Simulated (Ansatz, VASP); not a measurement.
One calculation of Rb, two programs

File INCAR:

```
SYSTEM = Rb
PREC = Accurate
ENCUT = 520
EDIFF = 1E-6
ISMEAR = 0
SIGMA = 0.15
LREAL = .False.
LASPH = .True.
NELM = 100
ALGO = Fast
ISIF = 2
LWAVE = .False.
LCHARG = .False.
GGA = PE
NBANDS = 10
```

KPOINTS

```
Automatic mesh
0
Gamma
  12 12 12
  0 0 0
```

Contents of POSCAR:

```
Rb
1.0
   -2.8060000000      2.7498800000      2.7498800000
    2.8060000000     -2.8621200000      2.8621200000
    2.8060000000      2.8621200000     -2.8621200000
Rb
1
Direct
    0.0000000000      0.0000000000      0.0000000000
```

Input for Ansatz:

```yaml
crystal:
  lattice:
    - [-2.806, 2.74988, 2.74988]
    - [2.806, -2.86212, 2.86212]
    - [2.806, 2.86212, -2.86212]
  atoms:
    - { symbol: Rb, position: [0.0, 0.0, 0.0] }
basis:
  ecutwfc: 420
kpoints:
  mp_grid: { grid: [12, 12, 12] }
hamiltonian:
  xc: pbe
scf:
  occupations: { method: gaussian, width: 0.15 }
output:
  forces: true
  stress: true
  eigenvalues: true
```

Change from the starting cell: strain -0.0400 x Voigt [0, 0, 0, 1, 0, 0], atoms carried along.

Alike in both runs: task single point; functional PBE; k mesh 12 × 12 × 12; occupations gaussian, width 0.15 eV; no spin polarisation.

```csv
,VASP,Ansatz
version,VASP 6.6.1,Ansatz 0.2.0
potentials or method,"VASP PAW PBE potentials, release 64 (Rb_sv), cutoff 520 eV","scalar-relativistic, plane waves, PAW"
valence electrons in the cell,9,9
```

|  | VASP | Ansatz | Ansatz less VASP |
| --- | --- | --- | --- |
| gap on the k mesh at the Fermi level (eV) | none | none | - |
| pressure (GPa) | 0.1 | 0.1 | 0.00 |
| traceless stress, the component that is largest in VASP (GPa) | 0.08 | 0.08 | 0.000 |

A gap of «none» marks a metal or a gap that the smearing closes. The functional is the same, so the differences come from potentials, cutoffs and numerics.
